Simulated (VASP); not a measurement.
## TiB2: single point with PBE

Crystal: TiB2.

```
CELL_PARAMETERS angstrom
3.02593 0.00000 0.00000
-1.51296 2.62053 0.00000
0.00000 0.00000 3.22877
ATOMIC_POSITIONS crystal
Ti 0.00000 0.00000 0.00000
B 0.33333 0.66667 0.50000
B 0.66667 0.33333 0.50000
```

| Item | Value |
| --- | --- |
| Program | VASP 6.6.1 |
| Task | single point |
| Functional | PBE |
| Potentials or basis | VASP PAW PBE potentials, release 64 (Ti_sv, B) |
| Cutoff | 500 eV |
| k mesh | 6 × 6 × 6 |
| Occupations | gaussian, width 0.1 eV |
| Spin | no spin polarisation |
| Dipole correction | no |
| Further INCAR settings | ALGO = Normal; EDIFF = 1e-06; NBANDS = 16 |

```json
{
 "Pressure": "1.3 GPa",
 "Band gap on the k mesh": "zero (bands 9 and 10 overlap by 0.40 eV)"
}
```

Stress tensor (GPa, compression positive):
```
 2.35  0.00  0.00
 0.00  2.35  0.00
 0.00  0.00 -0.82
```

Levels at points of the mesh, in eV from the Fermi level:
| k point | band 7 | band 8 | band 9 | band 10 | band 11 | band 12 |
| --- | --- | --- | --- | --- | --- | --- |
| (0.00, 0.00, 0.00) | -2.36 | -2.11 | -1.89 | 2.13 | 2.13 | 3.90 |
| (0.50, 0.00, 0.00) | -3.03 | -3.00 | -2.03 | 1.57 | 3.00 | 3.46 |
| (0.00, 0.00, 0.50) | -0.31 | -0.31 | 0.06 | 0.06 | 0.69 | 0.69 |
| (0.50, 0.00, 0.50) | -4.41 | -3.58 | -2.90 | 2.70 | 3.18 | 4.70 |

It took 9.4 s on 1 thread of Intel(R) Xeon(R) Platinum 8259CL CPU @ 2.50GHz (Skylake/Cascade Lake), with other jobs on the host, peak memory 0.14 GiB.

Caveat: the k points lie up to 0.40 Å⁻¹ apart.
